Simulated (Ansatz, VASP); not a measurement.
One calculation of AlCo3, two programs

File INCAR:

```
SYSTEM = AlCo3
ALGO = Normal ; EDIFF = 1E-7
ENCUT = 520 ; GGA = PS
ISIF = 2 ; ISMEAR = 0
ISPIN = 2 ; LASPH = .True.
LCHARG = .True. ; LELF = .True.
LMAXMIX = 4 ; LORBIT = 11
LREAL = .False. ; LVHAR = .True.
LWAVE = .False. ; MAGMOM = 0 1.45 1.45 1.45
NBANDS = 27 ; NELM = 150
PREC = Accurate ; SIGMA = 0.1
```

Contents of KPOINTS:

```
k-points
0
Gamma
  12 12 12
  0 0 0
```

Contents of POSCAR:

```
AlCo3
1.0
    3.6432448029      0.0000000000      0.0000000000
    0.0000000000      3.6432448029      0.0000000000
    0.0000000000      0.0000000000      3.6432448029
Al Co
1 3
Direct
    0.0000000000      0.0000000000      0.0000000000
    0.5000000000      0.5000000000      0.0000000000
    0.5000000000      0.0000000000      0.5000000000
    0.0000000000      0.5000000000      0.5000000000
```

Input for Ansatz:

```yaml
crystal:
  lattice:
    - [3.6432448029, 0.0, 0.0]
    - [0.0, 3.6432448029, 0.0]
    - [0.0, 0.0, 3.6432448029]
  atoms:
    - { symbol: Al, position: [0.0, 0.0, 0.0] }
    - { symbol: Co, position: [0.5, 0.5, 0.0], spin: 1.45 }
    - { symbol: Co, position: [0.5, 0.0, 0.5], spin: 1.45 }
    - { symbol: Co, position: [0.0, 0.5, 0.5], spin: 1.45 }
basis:
  ecutwfc: 420
kpoints:
  mp_grid: { grid: [12, 12, 12] }
hamiltonian:
  xc: pbesol
scf:
  occupations: { method: gaussian, width: 0.1 }
output:
  forces: true
  stress: true
  eigenvalues: true
  populations: true
magnetization:
  spin_polarized: true
```

Alike in both runs: task single point; functional PBEsol; k mesh 12 × 12 × 12; occupations gaussian, width 0.1 eV; collinear spin.

|  | VASP | Ansatz |
| --- | --- | --- |
| version | VASP 6.6.1 | Ansatz 0.2.0 |
| potentials or method | VASP PAW PBE potentials, release 64 (Al, Co), cutoff 520 eV | scalar-relativistic, plane waves, PAW |
| valence electrons in the cell | 30 | 54 |

|  | VASP | Ansatz | Ansatz less VASP |
| --- | --- | --- | --- |
| gap on the k mesh at the Fermi level (eV) | none | none | - |
| pressure (GPa) | -16.2 | -16.2 | +0.08 |
| net moment per atom (μB) | 0.98 | 0.99 | +0.006 |
| size of the moment on the site where the two differ most (μB) | 1.35 | 1.38 | +0.029 |

VASP's potentials were made for PBE, not for PBEsol. Site moments also hang on the region over which each program counts them. A gap of «none» marks a metal or a gap that the smearing closes. The functional is the same, so the differences come from potentials, cutoffs and numerics. VASP's potentials hold 30 valence electrons a cell and Ansatz's 54, so a difference there can come from the potentials and not from the codes.
